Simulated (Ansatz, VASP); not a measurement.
## Two plane-wave programs on SiC

```xyz
2
Lattice="0.0000 2.3118 1.9650 2.3118 0.0000 1.9650 2.3118 2.3118 0.0000" Properties=species:S:1:pos:R:3 pbc="T T T"
Si    0.0000    0.0000    0.0000
C     3.4677    3.4677    2.9475
```

Alike in both runs: task single point; functional PBE; k mesh 12 × 12 × 12; occupations gaussian, width 0.05 eV; no spin polarisation.

|  | VASP | Ansatz |
| --- | --- | --- |
| version | VASP 6.6.1 | Ansatz 0.2.0 |
| potentials or method | VASP PAW PBE potentials, release 64 (Si, C), cutoff 520 eV | scalar-relativistic, plane waves, PAW |
| valence electrons in the cell | 8 | 8 |

```tsv
	VASP	Ansatz	Ansatz less VASP
gap on the k mesh at the Fermi level (eV)	none	none	-
pressure (GPa)	-2.1	-2.1	+0.04
traceless stress, the component that is largest in VASP (GPa)	19.92	19.86	-0.061
```

A gap of «none» marks a metal or a gap that the smearing closes. The functional is the same, so the differences come from potentials, cutoffs and numerics.
